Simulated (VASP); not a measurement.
# Cd (P6_3/mmc) in VASP: further runs

Runs on Cd. Level: PBE. Tasks: single point.

All numbers are computed with VASP 6.6.1; they aren't measurements. Logs are shortened: lines on timing, memory, paths and dates and some standing lists are left out, and cuts for length are marked.

## Step 1: The cell of the first run

Symmetry: P6_3/mmc, No. 194, hexagonal system. Conventional cell: a = 2.440 Å, b = 2.440 Å, c = 3.954 Å, α = 90.00°, β = 90.00°, γ = 120.00°. Cd (site symmetry -6m2) has 12 Cd at 2.43 to 2.44 Å within 3.2 Å.

## Step 2: Single point, PBE (volume scaled by 0.45)

INCAR reads:

```
SYSTEM = Cd
ALGO = Normal ; EDIFF = 1E-6
ENCUT = 520 ; GGA = PE
ISIF = 2 ; ISMEAR = -1
LASPH = .TRUE. ; LCHARG = .FALSE.
LREAL = .FALSE. ; LWAVE = .FALSE.
NBANDS = 19 ; NELM = 80
PREC = Accurate ; SIGMA = 0.08
```

KPOINTS reads:

```
k-points
0
G
  15 15 8
  0 0 0
```

POSCAR reads:

```
Cd
1.0
    2.4398348935      0.0000000000      0.0000000000
   -1.2199174468      2.1129589988      0.0000000000
    0.0000000000      0.0000000000      3.9541825768
Cd
2
Direct
    0.3333333333      0.6666666667      0.2500000000
    0.6666666667      0.3333333333      0.7500000000
```

Potentials or basis: VASP PAW PBE potentials, release 64 (Cd).

Launch:

```bash
$ cat potpaw_PBE.64/Cd/POTCAR > POTCAR
$ mpirun -np 1 vasp_std > vasp.out
```

OUTCAR:

```text
SYSTEM = Cd
   EDIFF = 1E-6
   ENCUT = 520
   GGA = PE
   ISIF = 2
   ISMEAR = -1
   LASPH = .TRUE.
   LREAL = .FALSE.
   NELM = 80
   PREC = Accurate

 ion  position               nearest neighbor table
   1  0.333  0.667  0.250-   2 2.43   2 2.43   2 2.43   2 2.43   2 2.43   2 2.43   2 3.44   2 3.44
                             2 3.44   2 3.44   2 3.44   2 3.44
   2  0.667  0.333  0.750-   1 2.43   1 2.43   1 2.43   1 2.43   1 2.43   1 2.43   1 3.44   1 3.44
                             1 3.44   1 3.44   1 3.44   1 3.44

  LATTYP: Found a hexagonal cell.
 ALAT       =     2.4398348935
 C/A-ratio  =     1.6206762955

  Lattice vectors:

 A1 = (   2.4398348935,   0.0000000000,   0.0000000000)
 A2 = (  -1.2199174468,   2.1129589988,   0.0000000000)
 A3 = (   0.0000000000,   0.0000000000,   3.9541825768)

Analysis of symmetry for initial positions (statically):
=====================================================================
 Subroutine PRICEL returns:
 Original cell was already a primitive cell.

 Routine SETGRP: Setting up the symmetry group for a
 hexagonal supercell.

 Subroutine GETGRP returns: Found 24 space group operations
 (whereof 12 operations were pure point group operations)
 out of a pool of 24 trial point group operations.

The static configuration has the point symmetry D_3d.
 The point group associated with its full space group is D_6h.

Analysis of symmetry for dynamics (positions and initial velocities):
=====================================================================
 Subroutine PRICEL returns:
 Original cell was already a primitive cell.

 Routine SETGRP: Setting up the symmetry group for a
 hexagonal supercell.

 Subroutine GETGRP returns: Found 24 space group operations
 (whereof 12 operations were pure point group operations)
 out of a pool of 24 trial point group operations.

The dynamic configuration has the point symmetry D_3d.
 The point group associated with its full space group is D_6h.

 Subroutine INISYM returns: Found 24 space group operations
 (whereof 12 operations are pure point group operations),
 and found     1 'primitive' translations

----------------------------------------------------------------------------------------

                                     Primitive cell

  volume of cell :      20.3849

  direct lattice vectors                    reciprocal lattice vectors
     2.439834894  0.000000000  0.000000000     0.409863800  0.236634975  0.000000000
    -1.219917447  2.112958999  0.000000000     0.000000000  0.473269950  0.000000000
     0.000000000  0.000000000  3.954182577     0.000000000  0.000000000  0.252896770

  length of vectors
     2.439834894  2.439834894  3.954182577     0.473269950  0.473269950  0.252896770

  position of ions in fractional coordinates (direct lattice)
     0.333333333  0.666666667  0.250000000
     0.666666667  0.333333333  0.750000000

  ion indices of the primitive-cell ions
   primitive index   ion index
                 1           1
                 2           2

----------------------------------------------------------------------------------------

 KPOINTS: k-points

Automatic generation of k-mesh.
 Grid dimensions read from file:
 generate k-points for:   15   15    8

 Generating k-lattice:

  Cartesian coordinates                     Fractional coordinates (reciprocal lattice)
     0.027324253  0.015775665  0.000000000     0.066666667  0.000000000  0.000000000
     0.000000000  0.031551330  0.000000000     0.000000000  0.066666667  0.000000000
     0.000000000  0.000000000  0.031612096     0.000000000  0.000000000  0.125000000

  Length of vectors
     0.031551330  0.031551330  0.031612096

  Shift w.r.t. Gamma in fractional coordinates (k-lattice)
     0.000000000  0.000000000  0.000000000

 Subroutine IBZKPT returns following result:
 ===========================================

 Found    135 irreducible k-points:

 Following reciprocal coordinates:
            Coordinates               Weight
  0.000000  0.000000  0.000000      1.000000
  0.066667  0.000000  0.000000      6.000000
  0.133333 -0.000000  0.000000      6.000000
  0.200000 -0.000000  0.000000      6.000000
  0.266667 -0.000000  0.000000      6.000000
  0.333333 -0.000000  0.000000      6.000000
[... 16 lines left out ...]
  0.333333  0.200000  0.000000     12.000000
  0.400000  0.200000  0.000000      6.000000
 [... further k-points ...]
   k-points           NKPTS =    135   k-points in BZ     NKDIM =    135   number of bands    NBANDS=     19
   number of dos      NEDOS =    301   number of ions     NIONS =      2
   total plane-waves  NPLWV =   9720
   dimension x,y,z NGX =    18 NGY =   18 NGZ =   30
   dimension x,y,z NGXF=    36 NGYF=   36 NGZF=   60
   ions per type =               2
   NGX,Y,Z   is equivalent  to a cutoff of  12.26, 12.26, 12.61 a.u.
   NGXF,Y,Z  is equivalent  to a cutoff of  24.53, 24.53, 25.23 a.u.
 SYSTEM =  Cd
   PREC   = accura    normal or accurate (medium, high low for compatibility)
   ISTART =      0    job   : 0-new  1-cont  2-samecut
   ICHARG =      2    charge: 1-file 2-atom 10-const
   ISPIN  =      1    spin polarized calculation?
   LNONCOLLINEAR =      F non collinear calculations
   LSORBIT =      F    spin-orbit coupling
   LASPH  =      T    aspherical Exc in radial PAW
   ENCUT  =  520.0 eV  38.22 Ry    6.18 a.u.   4.54  4.54  7.35*2*pi/ulx,y,z
   NELM   =     80;   NELMIN=  2; NELMDL= -5     # of ELM steps
   EDIFF  = 0.1E-05   stopping-criterion for ELM
   LREAL  =      F    real-space projection
   EDIFFG = 0.1E-04   stopping-criterion for IOM
   NSW    =      0    number of steps for IOM
   IBRION =     -1    ionic relax: 0-MD 1-quasi-New 2-CG
   NFREE  =      0    steps in history (QN), initial steepest desc. (CG)
   ISIF   =      2    stress and relaxation
   ISYM   =      2    0-nonsym 1-usesym 2-fastsym
   POTIM  = 0.5000    time-step for ionic-motion
   TEBEG  =    0.0;   TEEND  =   0.0 temperature during run
   PSTRESS=    0.0 pullay stress
   NELECT =      24.0000    total number of electrons
   NUPDOWN=      -1.0000    fix difference up-down
   EMIN   =  10.00;   EMAX   =-10.00  energy-range for DOS
   EFERMI =   0.00;   METHOD = LEGACY
   ISMEAR =    -1;   SIGMA  =   0.08  broadening in eV -4-tet -1-fermi 0-gaus
   EFERMI_NEDOS =   21; number of points for ismear=-14 and -15
   IALGO  =     38    algorithm
   IMIX   =      4    mixing-type and parameters
     AMIX     =   0.40;   BMIX     =  1.00
     AMIX_MAG =   1.60;   BMIX_MAG =  1.00
  volume/ion in A,a.u.               =      10.19        68.78
  Fermi-wavevector in a.u.,A,eV,Ry     =   1.728658  3.266691 40.657742  2.988260
  Thomas-Fermi vector in A             =   2.803551
   LORBIT       =      0    0 simple, 1 ext, 2 COOP (PROOUT), +10 PAW based schemes
   GGA     = PE    functional components
   LHFCALC =     F    Hartree Fock is set to
   AEXX    =    0.0000 exact exchange contribution
   IVDW    =     0    specifies the selected vdW correction
   LEPSILON=     F    determine dielectric tensor
   LRPA    =     F    only Hartree local field effects (RPA)
 non-spin polarized calculation
  energy-cutoff  :      520.00
  volume of cell :       20.38
 maximum number of plane-waves:       567
 NGX is ok and might be reduce to    18
   NGX =  9   NGY =  9   NGZ = 15

 number of electron      24.0000025 magnetization

 Free energy of the ion-electron system (eV)
  ---------------------------------------------------
  ext. energy  EPLUGINS =         0.00000000
  ---------------------------------------------------
  free energy    TOTEN  =         9.86388198 eV

  energy without entropy =        9.86844074  energy(sigma->0) =        9.86616136

 E-fermi :  13.4447     XC(G=0): -15.6565

 val. band max:       13.4062816931   @ k =   0.1333   0.0667   0.0000
 cond. band min:      13.4517499908   @ k =   0.2000  -0.0000   0.0000
 fundamental gap:      0.0454682977
 Fermi energy:        13.4446500402

 k-point     1 :       0.0000    0.0000    0.0000
  band No.  band energies     occupation
      1      -5.2628      2.00000
      2      -4.6065      2.00000
      3      -1.8567      2.00000
      4      -1.7467      2.00000
      5      -1.7467      2.00000
      6      -1.2481      2.00000
[... 11 lines left out ...]
     18      33.0065      0.00000
     19      35.2856      0.00000

 k-point     2 :       0.0667    0.0000    0.0000
  band No.  band energies     occupation
      1      -5.0779      2.00000
      2      -4.4888      2.00000
      3      -2.0628      2.00000
      4      -1.6194      2.00000
      5      -1.5522      2.00000
      6      -1.2928      2.00000
[... 11 lines left out ...]
     18      32.0155      0.00000
     19      33.6442      0.00000

 k-point     3 :       0.1333   -0.0000    0.0000
  band No.  band energies     occupation
      1      -4.5713      2.00000
      2      -4.1918      2.00000
      3      -2.3330      2.00000
      4      -1.4720      2.00000
      5      -1.2504      2.00000
      6      -1.1759      2.00000
[... 11 lines left out ...]
     18      30.9918      0.00000
     19      32.2863      0.00000

 k-point     4 :       0.2000   -0.0000    0.0000
  band No.  band energies     occupation
      1      -4.0471      2.00000
      2      -3.8307      2.00000
      3      -2.4235      2.00000
      4      -1.9178      2.00000
      5      -1.5466      2.00000
      6      -1.1846      2.00000
[... 407 lines left out ...]
     18      26.0295      0.00000
     19      27.7854      0.00000

 k-point    23 :       0.3333    0.2000    0.0000
  band No.  band energies     occupation
      1      -4.0511      2.00000
      2      -3.7762      2.00000
      3      -3.1211      2.00000
      4      -2.0923      2.00000
      5      -1.4740      2.00000
      6      -1.3332      2.00000
[... 11 lines left out ...]
     18      25.2164      0.00000
     19      27.1280      0.00000

 k-point    24 :       0.4000    0.2000    0.0000
  band No.  band energies     occupation
      1      -4.1419      2.00000
      2      -3.8410      2.00000
      3      -3.1143      2.00000
      4      -2.0593      2.00000
      5      -1.4494      2.00000
      6      -1.3461      2.00000
[... 11 lines left out ...]
     18      24.9808      0.00000
     19      26.8890      0.00000

 [... further k-points ...]

------------------------ aborting loop because EDIFF is reached ----------------------------------------

  FORCE on cell =-STRESS in cart. coord.  units (eV):
  Direction    XX          YY          ZZ          XY          YZ          ZX
  --------------------------------------------------------------------------------------
  -------------------------------------------------------------------------------------
  Total       43.5433002     43.5433002     43.5937989     -0.0000000      0.0000000      0.0000000
  in kB     3422.3442956   3422.3442955   3426.3133028     -0.0000001      0.0000000      0.0000000
  external PRESSURE =    3423.6672979 kB  Pullay stress =       0.0000000 kB

 VOLUME and BASIS-vectors are now :
 -----------------------------------------------------------------------------
  energy-cutoff  :      520.00
  volume of cell :       20.38
      direct lattice vectors                 reciprocal lattice vectors
     2.439834894  0.000000000  0.000000000     0.409863800  0.236634975  0.000000000
    -1.219917447  2.112958999  0.000000000     0.000000000  0.473269950  0.000000000
     0.000000000  0.000000000  3.954182577     0.000000000  0.000000000  0.252896770

 POSITION                                       TOTAL-FORCE (eV/Angst)
 -----------------------------------------------------------------------------------
     -0.00000      1.40864      0.98855         0.000000      0.000000      0.000000
      1.21992      0.70432      2.96564        -0.000000      0.000000      0.000000
 -----------------------------------------------------------------------------------
    total drift:                               -0.000000      0.000000      0.000000

  FREE ENERGIE OF THE ION-ELECTRON SYSTEM (eV)
  ---------------------------------------------------
  free  energy   TOTEN  =         9.8638819792 eV

  energy  without entropy=        9.8684407425  energy(sigma->0) =        9.86616136
```

It took 36 s on 1 thread of Intel Xeon 6975P-C (Granite Rapids), shared host; peak memory 0.15 GiB.

What came out:

| Property | Result |
| --- | --- |
| Free energy | 9.8639 eV |
| Pressure | 342.4 GPa |
| Band gap on the k mesh | zero (band 12 reaches 14.39 eV, above the bottom of band 13 at 11.59 eV) |

Stress tensor (GPa, compression positive):
```
342.23   0.00   0.00
  0.00 342.23   0.00
  0.00   0.00 342.63
```

(Continued in part 2 of 2.)
